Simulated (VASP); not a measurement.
# Re (P6_3/mmc) in VASP: notebook

Runs on Re. Level: LDA. Tasks: density of states, electric field gradients.

All numbers are computed with VASP 6.6.1; they aren't measurements. Logs are shortened: lines on timing, memory, paths and dates and some standing lists are left out, and cuts for length are marked.

## (1) The cell of the first run

It takes space group P6_3/mmc (No. 194, hexagonal). Conventional cell: a = 2.603 Å, b = 2.603 Å, c = 4.162 Å, α = 90.00°, β = 90.00°, γ = 120.00°. Re (site symmetry -6m2) has 12 Re at 2.57 to 2.60 Å within 3.4 Å.

## (2) Density of states, LDA

The input, POSCAR:

```
Re
1.0
    2.6029010724      0.0000000000      0.0000000000
   -1.3014505362      2.2541784522      0.0000000000
    0.0000000000      0.0000000000      4.1620000000
Re
2
Direct
    0.3333333333      0.6666666667      0.2500000000
    0.6666666667      0.3333333333      0.7500000000
```

The input, INCAR.step1:

```
SYSTEM = Re
  PREC = Accurate
  ENCUT = 520
  EDIFF = 1E-6
  ISMEAR = -1
  SIGMA = 0.05
  LREAL = .FALSE.
  LASPH = .TRUE.
  NELM = 100
  ALGO = Normal
  ISIF = 2
  LWAVE = .FALSE.
  LCHARG = .TRUE.
  LMAXMIX = 4
  NBANDS = 14
```

The input, KPOINTS.step1:

```
Automatic mesh
0
G
  14 14 8
  0 0 0
```

The input, INCAR.step2:

```
SYSTEM = Re
  PREC = Accurate
  ENCUT = 520
  EDIFF = 1E-6
  ISMEAR = -5
  SIGMA = 0.05
  LREAL = .FALSE.
  LASPH = .TRUE.
  NELM = 100
  ALGO = Normal
  ISIF = 2
  LWAVE = .FALSE.
  LCHARG = .FALSE.
  LMAXMIX = 4
  LORBIT = 11
  NEDOS = 2001
  ICHARG = 11
```

The input, KPOINTS.step2:

```
Automatic mesh
0
G
  21 21 12
  0 0 0
```

Potentials or basis: VASP PAW LDA potentials, release 64 (Re).

On the command line:

```
> cat potpaw_LDA.64/Re/POTCAR > POTCAR
> cp INCAR.step1 INCAR
> cp KPOINTS.step1 KPOINTS
> mpirun -np 1 vasp_std > vasp.out
> cp INCAR.step2 INCAR
> cp KPOINTS.step2 KPOINTS
> mpirun -np 1 vasp_std > vasp.out
```

OUTCAR:

```text
SYSTEM = Re
   PREC = Accurate
   ENCUT = 520
   EDIFF = 1E-6
   ISMEAR = -5
   LREAL = .FALSE.
   LASPH = .TRUE.
   NELM = 100
   ISIF = 2
   LORBIT = 11
   ICHARG = 11

 ion  position               nearest neighbor table
   1  0.333  0.667  0.250-   2 2.57   2 2.57   2 2.57   2 2.57   2 2.57   2 2.57
   2  0.667  0.333  0.750-   1 2.57   1 2.57   1 2.57   1 2.57   1 2.57   1 2.57

  LATTYP: Found a hexagonal cell.
 ALAT       =     2.6029010724
 C/A-ratio  =     1.5989850879

  Lattice vectors:

 A1 = (   2.6029010724,   0.0000000000,   0.0000000000)
 A2 = (  -1.3014505362,   2.2541784522,   0.0000000000)
 A3 = (   0.0000000000,   0.0000000000,   4.1620000000)

Analysis of symmetry for initial positions (statically):
=====================================================================
 Subroutine PRICEL returns:
 Original cell was already a primitive cell.

 Routine SETGRP: Setting up the symmetry group for a
 hexagonal supercell.

 Subroutine GETGRP returns: Found 24 space group operations
 (whereof 12 operations were pure point group operations)
 out of a pool of 24 trial point group operations.

The static configuration has the point symmetry D_3d.
 The point group associated with its full space group is D_6h.

Analysis of symmetry for dynamics (positions and initial velocities):
=====================================================================
 Subroutine PRICEL returns:
 Original cell was already a primitive cell.

 Routine SETGRP: Setting up the symmetry group for a
 hexagonal supercell.

 Subroutine GETGRP returns: Found 24 space group operations
 (whereof 12 operations were pure point group operations)
 out of a pool of 24 trial point group operations.

The dynamic configuration has the point symmetry D_3d.
 The point group associated with its full space group is D_6h.

 Subroutine INISYM returns: Found 24 space group operations
 (whereof 12 operations are pure point group operations),
 and found     1 'primitive' translations

----------------------------------------------------------------------------------------

                                     Primitive cell

  volume of cell :      24.4201

  direct lattice vectors                    reciprocal lattice vectors
     2.602901072  0.000000000  0.000000000     0.384186710  0.221810301  0.000000000
    -1.301450536  2.254178452  0.000000000     0.000000000  0.443620601  0.000000000
     0.000000000  0.000000000  4.162000000     0.000000000  0.000000000  0.240269101

  length of vectors
     2.602901072  2.602901072  4.162000000     0.443620601  0.443620601  0.240269101

  position of ions in fractional coordinates (direct lattice)
     0.333333333  0.666666667  0.250000000
     0.666666667  0.333333333  0.750000000

  ion indices of the primitive-cell ions
   primitive index   ion index
                 1           1
                 2           2

----------------------------------------------------------------------------------------

 KPOINTS: Automatic mesh

Automatic generation of k-mesh.
 Grid dimensions read from file:
 generate k-points for:   21   21   12

 Generating k-lattice:

  Cartesian coordinates                     Fractional coordinates (reciprocal lattice)
     0.018294605  0.010562395  0.000000000     0.047619048 -0.000000000  0.000000000
     0.000000000  0.021124791  0.000000000     0.000000000  0.047619048  0.000000000
     0.000000000  0.000000000  0.020022425     0.000000000  0.000000000  0.083333333

  Length of vectors
     0.021124791  0.021124791  0.020022425

  Shift w.r.t. Gamma in fractional coordinates (k-lattice)
     0.000000000  0.000000000  0.000000000

 TETIRR: Found   5376 inequivalent tetrahedra from    31752

 Subroutine IBZKPT returns following result:
 ===========================================

 Found    336 irreducible k-points:

 Following reciprocal coordinates:
            Coordinates               Weight
  0.000000  0.000000  0.000000      1.000000
  0.047619  0.000000  0.000000      6.000000
  0.095238  0.000000  0.000000      6.000000
  0.142857  0.000000  0.000000      6.000000
  0.190476  0.000000  0.000000      6.000000
  0.238095  0.000000  0.000000      6.000000
[... 16 lines left out ...]
  0.142857  0.095238  0.000000     12.000000
  0.190476  0.095238  0.000000     12.000000
 [... further k-points ...]
   k-points           NKPTS =    336   k-points in BZ     NKDIM =    336   number of bands    NBANDS=     11
   number of dos      NEDOS =   2001   number of ions     NIONS =      2
   total plane-waves  NPLWV =  12800
   dimension x,y,z NGX =    20 NGY =   20 NGZ =   32
   dimension x,y,z NGXF=    40 NGYF=   40 NGZF=   64
   ions per type =               2
   NGX,Y,Z   is equivalent  to a cutoff of  12.77, 12.77, 12.78 a.u.
   NGXF,Y,Z  is equivalent  to a cutoff of  25.55, 25.55, 25.56 a.u.
 SYSTEM =  Re
   PREC   = accura    normal or accurate (medium, high low for compatibility)
   ISTART =      0    job   : 0-new  1-cont  2-samecut
   ICHARG =     11    charge: 1-file 2-atom 10-const
   ISPIN  =      1    spin polarized calculation?
   LNONCOLLINEAR =      F non collinear calculations
   LSORBIT =      F    spin-orbit coupling
   LASPH  =      T    aspherical Exc in radial PAW
   ENCUT  =  520.0 eV  38.22 Ry    6.18 a.u.   4.84  4.84  7.74*2*pi/ulx,y,z
   NELM   =    100;   NELMIN=  2; NELMDL=  0     # of ELM steps
   EDIFF  = 0.1E-05   stopping-criterion for ELM
   LREAL  =      F    real-space projection
   EDIFFG = 0.1E-04   stopping-criterion for IOM
   NSW    =      0    number of steps for IOM
   IBRION =     -1    ionic relax: 0-MD 1-quasi-New 2-CG
   NFREE  =      0    steps in history (QN), initial steepest desc. (CG)
   ISIF   =      2    stress and relaxation
   ISYM   =      2    0-nonsym 1-usesym 2-fastsym
   POTIM  = 0.5000    time-step for ionic-motion
   TEBEG  =    0.0;   TEEND  =   0.0 temperature during run
   PSTRESS=    0.0 pullay stress
   NELECT =      14.0000    total number of electrons
   NUPDOWN=      -1.0000    fix difference up-down
   EMIN   =  10.00;   EMAX   =-10.00  energy-range for DOS
   EFERMI =   0.00;   METHOD = LEGACY
   ISMEAR =    -5;   SIGMA  =   0.05  broadening in eV -4-tet -1-fermi 0-gaus
   EFERMI_NEDOS =   21; number of points for ismear=-14 and -15
   IALGO  =     38    algorithm
   IMIX   =      4    mixing-type and parameters
     AMIX     =   0.40;   BMIX     =  1.00
     AMIX_MAG =   1.60;   BMIX_MAG =  1.00
  volume/ion in A,a.u.               =      12.21        82.40
  Fermi-wavevector in a.u.,A,eV,Ry     =   1.359987  2.570003 25.164863  1.849565
  Thomas-Fermi vector in A             =   2.486688
   LORBIT       =     11    0 simple, 1 ext, 2 COOP (PROOUT), +10 PAW based schemes
   GGA     = CA    functional components
   LHFCALC =     F    Hartree Fock is set to
   AEXX    =    0.0000 exact exchange contribution
   IVDW    =     0    specifies the selected vdW correction
   LEPSILON=     F    determine dielectric tensor
   LRPA    =     F    only Hartree local field effects (RPA)
 non-spin polarized calculation
 Fermi weights with tetrahedron method with Bloechl corrections
  energy-cutoff  :      520.00
  volume of cell :       24.42
 maximum number of plane-waves:       679
 NGX is ok and might be reduce to    20

 number of electron      14.0000001 magnetization

 Free energy of the ion-electron system (eV)
  ---------------------------------------------------
  ext. energy  EPLUGINS =         0.00000000
  ---------------------------------------------------
  free energy    TOTEN  =       -26.38745306 eV

  energy without entropy =      -26.38745306  energy(sigma->0) =      -26.38745306

 E-fermi :  10.3936     XC(G=0): -14.8667

 val. band max:       10.6530610736   @ k =   0.3810   0.0000   0.5000
 cond. band min:      10.3036853812   @ k =   0.2857   0.1429   0.5000
 fundamental gap:     -0.3493756924
 Fermi energy:        10.3935936191

 k-point     1 :       0.0000    0.0000    0.0000
  band No.  band energies     occupation
      1      -0.6518      2.00000
      2       2.2764      2.00000
      3       8.1673      2.00000
      4       8.1673      2.00000
      5       8.3734      2.00000
      6       9.3341      2.00000
      7       9.3341      2.00000
      8      10.4109      0.92461
      9      10.4109      0.56809
     10      11.9032      0.00000
     11      14.6453      0.00000

 k-point     2 :       0.0476    0.0000    0.0000
  band No.  band energies     occupation
      1      -0.5344      2.00000
      2       2.3865      2.00000
      3       7.8200      2.00000
      4       8.2763      2.00000
      5       8.6780      2.00000
      6       9.2454      2.00000
      7       9.4384      2.00000
      8      10.2354      2.07908
      9      10.3103      1.82387
     10      11.4161      0.00000
     11      14.7253      0.00000

 k-point     3 :       0.0952    0.0000    0.0000
  band No.  band energies     occupation
      1      -0.1917      2.00000
      2       2.6988      2.00000
      3       7.3368      2.00000
      4       8.6006      2.00000
      5       8.9364      2.00000
      6       9.1437      2.00000
      7       9.5552      2.00000
      8       9.7482      2.00278
      9      10.0396      2.02957
     10      10.7942      0.00000
     11      14.9332      0.00000
[... 267 lines left out ...]
 k-point    23 :       0.1429    0.0952    0.0000
  band No.  band energies     occupation
      1       1.3256      2.00000
      2       3.8959      2.00000
      3       6.1401      2.00000
      4       7.1706      2.00000
      5       8.2869      2.00000
      6       8.6392      2.00000
      7      10.0524      2.00000
      8      10.3171      1.69725
      9      10.3649      0.13152
     10      11.5089      0.00000
     11      15.3954      0.00000

 k-point    24 :       0.1905    0.0952    0.0000
  band No.  band energies     occupation
      1       2.0633      2.00000
      2       4.1683      2.00000
      3       6.0042      2.00000
      4       6.2484      2.00000
      5       8.1597      2.00000
      6       8.2810      2.00000
      7      10.0767      2.00000
      8      10.6271     -0.09542
      9      11.2764     -0.00192
     10      12.4881      0.00000
     11      15.5634      0.00000

 [... further k-points ...]
[... 5 lines left out ...]
  --------------------------------------------------------------------------------------
  -------------------------------------------------------------------------------------
  Total       14.4040169     14.4040169     15.4435153     -0.0000000      0.0000000      0.0000000
  in kB      945.0312533    945.0312533   1013.2315714     -0.0000000      0.0000000      0.0000000
  external PRESSURE =     967.7646927 kB  Pullay stress =       0.0000000 kB

 VOLUME and BASIS-vectors are now :
 -----------------------------------------------------------------------------
  energy-cutoff  :      520.00
  volume of cell :       24.42
      direct lattice vectors                 reciprocal lattice vectors
     2.602901072  0.000000000  0.000000000     0.384186710  0.221810301  0.000000000
    -1.301450536  2.254178452  0.000000000     0.000000000  0.443620601  0.000000000
     0.000000000  0.000000000  4.162000000     0.000000000  0.000000000  0.240269101

 POSITION                                       TOTAL-FORCE (eV/Angst)
 -----------------------------------------------------------------------------------
     -0.00000      1.50279      1.04050        -0.000000      0.000000      0.000000
      1.30145      0.75139      3.12150         0.000000     -0.000000      0.000000
 -----------------------------------------------------------------------------------
    total drift:                                0.000000     -0.000000     -0.000000

  FREE ENERGIE OF THE ION-ELECTRON SYSTEM (eV)
  ---------------------------------------------------
  free  energy   TOTEN  =       -26.3874530575 eV

  energy  without entropy=      -26.3874530575  energy(sigma->0) =      -26.38745306

 total charge

# of ion       s       p       d       tot
------------------------------------------
    1        0.736   0.858   5.364   6.957
    2        0.736   0.858   5.364   6.957
--------------------------------------------------
tot          1.472   1.716  10.727  13.915
```

Wall time 61 s (1 thread of Intel Xeon Platinum 8488C (Sapphire Rapids), shared host); peak memory 0.21 GiB.

What came out:

* Valence electrons inside the program's atomic spheres: Re 6.96

Levels at points of the mesh, in eV from the Fermi level:
```csv
k point,band 5,band 6,band 7,band 8,band 9,band 10
"(0.00, 0.00, 0.00)",-2.02,-1.06,-1.06,0.02,0.02,1.51
"(0.00, 0.00, 0.50)",-2.41,-2.41,-2.41,-2.41,3.30,3.30
```

Caveat: spin-orbit coupling is left out, which moves the levels of the heavy elements; tetrahedron occupations give inexact forces and stress in metals.

## (3) Electric field gradients, LDA (equal xx and yy strain of -1 %)

The input, INCAR:

```
PREC = Accurate ; ENCUT = 520
EDIFF = 1E-8 ; ISMEAR = -1
SIGMA = 0.05 ; LREAL = False
LASPH = True ; NELM = 100
ALGO = Normal ; ISIF = 2
LWAVE = False ; LCHARG = False
LEFG = True ; NBANDS = 14
```

The input, KPOINTS:

```
Automatic mesh
0
Gamma
  14 14 8
```

The input, POSCAR:

```
Re
1.0
    2.5768720617      0.0000000000      0.0000000000
   -1.2884360308      2.2316366677      0.0000000000
    0.0000000000      0.0000000000      4.1620000000
Re
2
Direct
    0.3333333333      0.6666666667      0.2500000000
    0.6666666667      0.3333333333      0.7500000000
```

Potentials or basis: VASP PAW LDA potentials, release 64 (Re).

On the command line:

```
> cat potpaw_LDA.64/Re/POTCAR > POTCAR
> mpirun -np 1 vasp_std > vasp.out
```

OUTCAR:

```text
PREC = Accurate
   ENCUT = 520
   EDIFF = 1E-8
   ISMEAR = -1
   LREAL = False
   LASPH = True
   NELM = 100
   ISIF = 2

 ion  position               nearest neighbor table
   1  0.333  0.667  0.250-   2 2.56   2 2.56   2 2.56   2 2.56   2 2.56   2 2.56
   2  0.667  0.333  0.750-   1 2.56   1 2.56   1 2.56   1 2.56   1 2.56   1 2.56

  LATTYP: Found a hexagonal cell.
 ALAT       =     2.5768720617
 C/A-ratio  =     1.6151364524

  Lattice vectors:

 A1 = (   2.5768720617,   0.0000000000,   0.0000000000)
 A2 = (  -1.2884360308,   2.2316366677,   0.0000000000)
 A3 = (   0.0000000000,   0.0000000000,   4.1620000000)

[... 621 lines left out ...]
  free  energy   TOTEN  =       -26.0763779526 eV

  energy  without entropy=      -26.0661438700  energy(sigma->0) =      -26.07126091

 Electric field gradients (V/A^2)
---------------------------------------------------------------------
 ion       V_xx      V_yy      V_zz      V_xy      V_xz      V_yz
---------------------------------------------------------------------
   1      40.490    40.490   -80.980     0.000     0.000    -0.000
   2      40.490    40.490   -80.980     0.000    -0.000     0.000
---------------------------------------------------------------------

 Electric field gradients after diagonalization (V/A^2)
 (convention: |V_zz| > |V_xx| > |V_yy|)
----------------------------------------------------------------------
 ion       V_xx      V_yy      V_zz     asymmetry (V_yy - V_xx)/ V_zz
----------------------------------------------------------------------
   1      40.490    40.490   -80.980       0.000
   2      40.490    40.490   -80.980       0.000
----------------------------------------------------------------------

           NMR quadrupolar parameters

 Cq : quadrupolar parameter    Cq=e*Q*V_zz/h
 eta: asymmetry parameters     (V_yy - V_xx)/ V_zz
 Q  : nuclear electric quadrupole moment in mb (millibarn)
----------------------------------------------------------------------
 ion       Cq(MHz)       eta       Q (mb)
----------------------------------------------------------------------
   1      -0.196       0.000       1.000
   2      -0.196       0.000       1.000
----------------------------------------------------------------------
```

Run time: 75 s. Hardware: 1 thread of Intel Xeon 8259CL, shared host; peak memory 0.15 GiB.

What came out:

| Item | Value |
| --- | --- |
| Free energy | -26.0764 eV |
| Pressure | 113.4 GPa |
| Band gap on the k mesh | zero (band 7 reaches 12.68 eV, above the bottom of band 8 at 8.26 eV) |

Levels at points of the mesh, in eV from the Fermi level:
| k point | band 3 | band 4 | band 5 | band 6 | band 7 | band 8 | band 9 | band 10 | band 11 | band 12 |
| --- | --- | --- | --- | --- | --- | --- | --- | --- | --- | --- |
| (0.00, 0.00, 0.00) | -2.29 | -2.29 | -2.26 | -1.12 | -1.12 | 0.12 | 0.12 | 1.46 | 4.36 | 4.36 |
| (0.50, 0.00, 0.00) | -6.96 | -2.76 | -1.67 | -1.55 | -0.70 | 5.36 | 5.94 | 6.12 | 8.21 | 9.32 |
| (0.00, 0.00, 0.50) | -2.97 | -2.97 | -2.44 | -2.44 | -2.44 | -2.44 | 3.37 | 3.37 | 3.37 | 3.37 |
| (0.50, 0.00, 0.50) | -5.54 | -5.54 | 0.39 | 0.39 | 1.65 | 1.65 | 5.79 | 5.79 | 6.42 | 6.42 |

Electric field gradients, principal values (V/Å²):
```tsv
atom	least	middle	greatest (by size)
1 Re	40.490	40.490	-80.980
2 Re	40.490	40.490	-80.980
```

Caveat: the cell differs from its parent crystal (equal xx and yy strain of -1 %); without QUAD_EFG the Cq values of the log hold for a quadrupole moment of 1 mb, not for the nuclei; spin-orbit coupling is left out, which moves the levels of the heavy elements.

(Part 1 of 2 ends here.)
